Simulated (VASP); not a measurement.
# Li2S (Fm-3m) in VASP: single point with HSE06

Aim: the single point of Li2S with HSE06.

Everything below comes from runs of VASP 6.6.1. Logs are shortened: lines on timing, memory, paths and dates and some standing lists are left out, and cuts for length are marked.

### Step 1. The cell of the first run

It takes space group Fm-3m (No. 225, cubic). The conventional cell has a = 5.691 Å, b = 5.691 Å, c = 5.691 Å, α = 90.00°, β = 90.00°, γ = 90.00°. Within 3.3 Å of Li (site symmetry -43m) lie 4 S at 2.46 Å and 6 Li at 2.85 Å. Within 3.3 Å of S (site symmetry m-3m) lie 8 Li at 2.46 Å.

### Step 2. Single point, HSE06

File POSCAR:

```
Li2S
1.0
    0.0000000000      2.8452944194      2.8452944194
    2.8452944194      0.0000000000      2.8452944194
    2.8452944194      2.8452944194      0.0000000000
Li S
2 1
Direct
    0.2500000000      0.2500000000      0.2500000000
    0.7500000000      0.7500000000      0.7500000000
    0.0000000000      0.0000000000      0.0000000000
```

File INCAR.step1:

```
  PREC = Accurate
  ENCUT = 650
  EDIFF = 1E-5
  ISMEAR = 0
  SIGMA = 0.01
  LREAL = F
  LASPH = T
  NELM = 120
  ALGO = Normal
  ISIF = 2
  LWAVE = T
  NBANDS = 13
  GGA = PE
  GGA_COMPAT = F
```

File INCAR.step2:

```
  PREC = Accurate
  ENCUT = 650
  EDIFF = 1E-6
  ISMEAR = 0
  SIGMA = 0.01
  LREAL = F
  LASPH = T
  NELM = 120
  ALGO = Normal
  ISIF = 2
  LWAVE = F
  LCHARG = T
  GGA = PE
  LHFCALC = T
  HFSCREEN = 0.2079
  PRECFOCK = Normal
  LELF = T
  LVHAR = T
  NBANDS = 13
  ISTART = 1
  GGA_COMPAT = F
```

File KPOINTS:

```
Automatic mesh
0
Gamma
  6 6 6
```

Potentials or basis: VASP PAW PBE potentials, release 64 (Li_sv, S).

Run with:

```sh
$ cat potpaw_PBE.64/Li_sv/POTCAR potpaw_PBE.64/S/POTCAR > POTCAR
$ cp INCAR.step1 INCAR
$ mpirun -np 1 vasp_std > vasp.out
$ cp INCAR.step2 INCAR
$ mpirun -np 1 vasp_std > vasp.out
```

OUTCAR:

```text
PREC = Accurate
   ENCUT = 650
   EDIFF = 1E-6
   ISMEAR = 0
   LREAL = F
   LASPH = T
   NELM = 120
   ISIF = 2
   GGA = PE
   LHFCALC = T
   HFSCREEN = 0.2079
   PRECFOCK = Normal
   ISTART = 1

 ion  position               nearest neighbor table
   1  0.250  0.250  0.250-   3 2.46   3 2.46   3 2.46   3 2.46
   2  0.750  0.750  0.750-   3 2.46   3 2.46   3 2.46   3 2.46
   3  0.000  0.000  0.000-   2 2.46   2 2.46   2 2.46   1 2.46   2 2.46   1 2.46   1 2.46   1 2.46

  LATTYP: Found a face centered cubic cell.
 ALAT       =     5.6905888388

  Lattice vectors:

 A1 = (   0.0000000000,   2.8452944194,   2.8452944194)
 A2 = (   2.8452944194,   0.0000000000,   2.8452944194)
 A3 = (   2.8452944194,   2.8452944194,   0.0000000000)

Analysis of symmetry for initial positions (statically):
=====================================================================
 Subroutine PRICEL returns:
 Original cell was already a primitive cell.

 Routine SETGRP: Setting up the symmetry group for a
 face centered cubic supercell.

 Subroutine GETGRP returns: Found 48 space group operations
 (whereof 48 operations were pure point group operations)
 out of a pool of 48 trial point group operations.

The static configuration has the point symmetry O_h .

Analysis of symmetry for dynamics (positions and initial velocities):
=====================================================================
 Subroutine PRICEL returns:
 Original cell was already a primitive cell.

 Routine SETGRP: Setting up the symmetry group for a
 face centered cubic supercell.

 Subroutine GETGRP returns: Found 48 space group operations
 (whereof 48 operations were pure point group operations)
 out of a pool of 48 trial point group operations.

The dynamic configuration has the point symmetry O_h .

 Subroutine INISYM returns: Found 48 space group operations
 (whereof 48 operations are pure point group operations),
 and found     1 'primitive' translations

----------------------------------------------------------------------------------------

                                     Primitive cell

  volume of cell :      46.0693

  direct lattice vectors                    reciprocal lattice vectors
     0.000000000  2.845294419  2.845294419    -0.175728739  0.175728739  0.175728739
     2.845294419  0.000000000  2.845294419     0.175728739 -0.175728739  0.175728739
     2.845294419  2.845294419  0.000000000     0.175728739  0.175728739 -0.175728739

  length of vectors
     4.023853957  4.023853957  4.023853957     0.304371104  0.304371104  0.304371104

  position of ions in fractional coordinates (direct lattice)
     0.250000000  0.250000000  0.250000000
     0.750000000  0.750000000  0.750000000
     0.000000000  0.000000000  0.000000000

  ion indices of the primitive-cell ions
   primitive index   ion index
                 1           1
                 2           2
                 3           3

----------------------------------------------------------------------------------------

 KPOINTS: Automatic mesh

Automatic generation of k-mesh.
 Grid dimensions read from file:
 generate k-points for:    6    6    6

 Generating k-lattice:

  Cartesian coordinates                     Fractional coordinates (reciprocal lattice)
    -0.029288123  0.029288123  0.029288123     0.166666667  0.000000000  0.000000000
     0.029288123 -0.029288123  0.029288123     0.000000000  0.166666667  0.000000000
     0.029288123  0.029288123 -0.029288123     0.000000000  0.000000000  0.166666667

  Length of vectors
     0.050728517  0.050728517  0.050728517

  Shift w.r.t. Gamma in fractional coordinates (k-lattice)
     0.000000000  0.000000000  0.000000000

 Subroutine IBZKPT returns following result:
 ===========================================

 Found     16 irreducible k-points:

 Following reciprocal coordinates:
            Coordinates               Weight
  0.000000  0.000000  0.000000      1.000000
  0.166667  0.000000  0.000000      8.000000
  0.333333  0.000000  0.000000      8.000000
  0.500000  0.000000  0.000000      4.000000
  0.166667  0.166667  0.000000      6.000000
  0.333333  0.166667  0.000000     24.000000
[... 8 lines left out ...]
 -0.333333  0.333333  0.166667     24.000000
 -0.333333  0.500000  0.166667     12.000000
   k-points           NKPTS =     16   k-points in BZ     NKDIM =    216   number of bands    NBANDS=     13
   number of dos      NEDOS =    301   number of ions     NIONS =      3
   total plane-waves  NPLWV =  46656
   dimension x,y,z NGX =    36 NGY =   36 NGZ =   36
   dimension x,y,z NGXF=    72 NGYF=   72 NGZF=   72
   ions per type =               2   1
   NGX,Y,Z   is equivalent  to a cutoff of  14.87, 14.87, 14.87 a.u.
   NGXF,Y,Z  is equivalent  to a cutoff of  29.75, 29.75, 29.75 a.u.
 SYSTEM =  unknown system
   PREC   = accura    normal or accurate (medium, high low for compatibility)
   ISTART =      1    job   : 0-new  1-cont  2-samecut
   ICHARG =      0    charge: 1-file 2-atom 10-const
   ISPIN  =      1    spin polarized calculation?
   LNONCOLLINEAR =      F non collinear calculations
   LSORBIT =      F    spin-orbit coupling
   LASPH  =      T    aspherical Exc in radial PAW
   ENCUT  =  650.0 eV  47.77 Ry    6.91 a.u.   8.36  8.36  8.36*2*pi/ulx,y,z
   NELM   =    120;   NELMIN=  2; NELMDL=  0     # of ELM steps
   EDIFF  = 0.1E-05   stopping-criterion for ELM
   LREAL  =      F    real-space projection
   EDIFFG = 0.1E-04   stopping-criterion for IOM
   NSW    =      0    number of steps for IOM
   IBRION =     -1    ionic relax: 0-MD 1-quasi-New 2-CG
   NFREE  =      0    steps in history (QN), initial steepest desc. (CG)
   ISIF   =      2    stress and relaxation
   ISYM   =      3    0-nonsym 1-usesym 2-fastsym
   POTIM  = 0.5000    time-step for ionic-motion
   TEBEG  =    0.0;   TEEND  =   0.0 temperature during run
   PSTRESS=    0.0 pullay stress
   NELECT =      12.0000    total number of electrons
   NUPDOWN=      -1.0000    fix difference up-down
   EMIN   =  10.00;   EMAX   =-10.00  energy-range for DOS
   EFERMI =   0.00;   METHOD = LEGACY
   ISMEAR =     0;   SIGMA  =   0.01  broadening in eV -4-tet -1-fermi 0-gaus
   EFERMI_NEDOS =   21; number of points for ismear=-14 and -15
   IALGO  =     38    algorithm
   IMIX   =      1    mixing-type and parameters
     AMIX     =   0.40;   BMIX     =  1.00
     AMIX_MAG =   1.60;   BMIX_MAG =  1.00
  volume/ion in A,a.u.               =      15.36       103.63
  Fermi-wavevector in a.u.,A,eV,Ry     =   1.045518  1.975742 14.872626  1.093107
  Thomas-Fermi vector in A             =   2.180317
   LORBIT       =      0    0 simple, 1 ext, 2 COOP (PROOUT), +10 PAW based schemes
   GGA     = PE    functional components
   LHFCALC =     T    Hartree Fock is set to
   PRECFOCK=normal    Normal, Fast or Accurate (Low or Medium for compatibility)
   ENCUT4O =  -1.0   cutoff for four orbital integrals eV
   NKREDX  =     1    reduce k-point grid by
   NKREDY  =     1    reduce k-point grid by
   NKREDZ  =     1    reduce k-point grid by
   AEXX    =    0.2500 exact exchange contribution
   HFSCREEN=    0.2079 screening length (either q_TF or 0.3 A-1)
   HFSCREENC=   0.2079 screening length for correlation (either q_TF or 0.3 A-1)
   ENCUTFOCK=  -1.0 apply spherical cutoff to Coloumb kernel
   IVDW    =     0    specifies the selected vdW correction
   LEPSILON=     F    determine dielectric tensor
   LRPA    =     F    only Hartree local field effects (RPA)
 non-spin polarized calculation
 Gauss-broadening in eV      SIGMA  =   0.01
  energy-cutoff  :      650.00
  volume of cell :       46.07
 maximum number of plane-waves:      1759
 NGX is ok and might be reduce to    36
  NGX = 28; NGY = 28; NGZ = 28

 number of electron      11.9999998 magnetization

 Free energy of the ion-electron system (eV)
  ---------------------------------------------------
  ext. energy  EPLUGINS =         0.00000000
  ---------------------------------------------------
  free energy    TOTEN  =       -13.51716529 eV

  energy without entropy =      -13.51716529  energy(sigma->0) =      -13.51716529

 E-fermi :   0.8386     XC(G=0):  -7.1206

 val. band max:        0.7719959287   @ k =   0.0000   0.0000   0.0000
 cond. band min:       5.1020133023   @ k =   0.5000   0.5000   0.0000
 fundamental gap:      4.3300173736
 Fermi energy:         0.8386186001

 k-point     1 :       0.0000    0.0000    0.0000
  band No.  band energies     occupation
      1     -46.3721      2.00000
      2     -46.3280      2.00000
      3     -11.4185      2.00000
      4       0.7720      2.00000
      5       0.7720      2.00000
      6       0.7720      2.00000
      7       6.1179      0.00000
      8       8.1620      0.00000
      9       8.1620      0.00000
     10       8.1620      0.00000
     11      13.2948      0.00000
     12      13.2948      0.00000
     13      14.5247      0.00000

 k-point     2 :       0.1667    0.0000    0.0000
  band No.  band energies     occupation
      1     -46.3690      2.00000
      2     -46.3305      2.00000
      3     -11.3059      2.00000
      4      -0.2476      2.00000
      5       0.6151      2.00000
      6       0.6151      2.00000
      7       6.8106      0.00000
      8       8.5551      0.00000
      9       8.5551      0.00000
     10       8.7986      0.00000
     11      11.9919      0.00000
     12      11.9919      0.00000
     13      14.7850      0.00000

 k-point     3 :       0.3333    0.0000    0.0000
  band No.  band energies     occupation
      1     -46.3603      2.00000
      2     -46.3379      2.00000
      3     -11.0574      2.00000
      4      -1.7539      2.00000
      5       0.3415      2.00000
      6       0.3415      2.00000
      7       7.6668      0.00000
      8       8.6889      0.00000
      9       8.6889      0.00000
     10       9.9677      0.00000
     11      12.5336      0.00000
     12      12.5336      0.00000
     13      15.5645      0.00000

 k-point     4 :       0.5000    0.0000    0.0000
  band No.  band energies     occupation
      1     -46.3490      2.00000
      2     -46.3486      2.00000
      3     -10.9188      2.00000
      4      -2.3852      2.00000
      5       0.2204      2.00000
      6       0.2204      2.00000
      7       8.0504      0.00000
      8       8.4884      0.00000
      9       8.4884      0.00000
     10      10.4216      0.00000
     11      15.0540      0.00000
     12      15.0540      0.00000
     13      15.3009      0.00000

 k-point     5 :       0.1667    0.1667    0.0000
  band No.  band energies     occupation
      1     -46.3682      2.00000
      2     -46.3311      2.00000
      3     -11.2693      2.00000
      4      -0.0540      2.00000
      5       0.2999      2.00000
      6       0.2999      2.00000
      7       6.8745      0.00000
      8       8.3680      0.00000
      9       9.0681      0.00000
     10       9.0681      0.00000
     11      10.8178      0.00000
     12      13.7668      0.00000
     13      15.5075      0.00000
[... 129 lines left out ...]
 k-point    14 :       0.5000    0.3333    0.1667
  band No.  band energies     occupation
      1     -46.3562      2.00000
      2     -46.3412      2.00000
      3     -10.8935      2.00000
      4      -1.6042      2.00000
      5      -0.7382      2.00000
      6      -0.2070      2.00000
      7       7.1568      0.00000
      8       9.1337      0.00000
      9       9.7017      0.00000
     10      11.4222      0.00000
     11      11.9697      0.00000
     12      14.6329      0.00000
     13      16.3562      0.00000

 k-point    15 :      -0.3333    0.3333    0.1667
  band No.  band energies     occupation
      1     -46.3486      2.00000
      2     -46.3484      2.00000
      3     -10.8008      2.00000
      4      -1.8033      2.00000
      5      -0.9275      2.00000
      6      -0.4953      2.00000
      7       7.4623      0.00000
      8       8.8867      0.00000
      9      11.0668      0.00000
     10      11.5903      0.00000
     11      11.8871      0.00000
     12      13.9703      0.00000
     13      15.6414      0.00000

 k-point    16 :      -0.3333    0.5000    0.1667
  band No.  band energies     occupation
      1     -46.3522      2.00000
      2     -46.3446      2.00000
      3     -10.7627      2.00000
      4      -1.4440      2.00000
      5      -1.0290      2.00000
      6      -1.0155      2.00000
      7       6.4474      0.00000
      8       9.9326      0.00000
      9      10.4132      0.00000
     10      12.2210      0.00000
     11      13.7324      0.00000
     12      14.6992      0.00000
     13      14.9049      0.00000

------------------------ aborting loop because EDIFF is reached ----------------------------------------

  FORCE on cell =-STRESS in cart. coord.  units (eV):
  Direction    XX          YY          ZZ          XY          YZ          ZX
  --------------------------------------------------------------------------------------
  -------------------------------------------------------------------------------------
  Total       -0.1700652     -0.1700652     -0.1700652      0.0000000      0.0000000      0.0000000
  in kB       -5.9144501     -5.9144501     -5.9144501      0.0000000      0.0000000      0.0000000
  external PRESSURE =      -5.9144501 kB  Pullay stress =       0.0000000 kB

 VOLUME and BASIS-vectors are now :
 -----------------------------------------------------------------------------
  energy-cutoff  :      650.00
  volume of cell :       46.07
      direct lattice vectors                 reciprocal lattice vectors
     0.000000000  2.845294419  2.845294419    -0.175728739  0.175728739  0.175728739
     2.845294419  0.000000000  2.845294419     0.175728739 -0.175728739  0.175728739
     2.845294419  2.845294419  0.000000000     0.175728739  0.175728739 -0.175728739

 POSITION                                       TOTAL-FORCE (eV/Angst)
 -----------------------------------------------------------------------------------
      1.42265      1.42265      1.42265         0.000000      0.000000      0.000000
      4.26794      4.26794      4.26794         0.000000     -0.000000      0.000000
      0.00000      0.00000      0.00000        -0.000000     -0.000000     -0.000000
 -----------------------------------------------------------------------------------
    total drift:                               -0.000001     -0.000001     -0.000001

  FREE ENERGIE OF THE ION-ELECTRON SYSTEM (eV)
  ---------------------------------------------------
  free  energy   TOTEN  =       -13.5171652880 eV

  energy  without entropy=      -13.5171652880  energy(sigma->0) =      -13.51716529
```

It took 43 min on 1 thread of AMD EPYC 7R43 (Zen 3), shared host; peak memory 0.29 GiB.

What came out:

```
Free energy            : -13.5172 eV
Pressure               : -0.6 GPa
Band gap on the k mesh : 4.33 eV (least direct gap 5.35 eV)
```

Caveat: the PAW data sets were made with another functional, which shifts forces and pressure a little. A k mesh can miss the band edges.
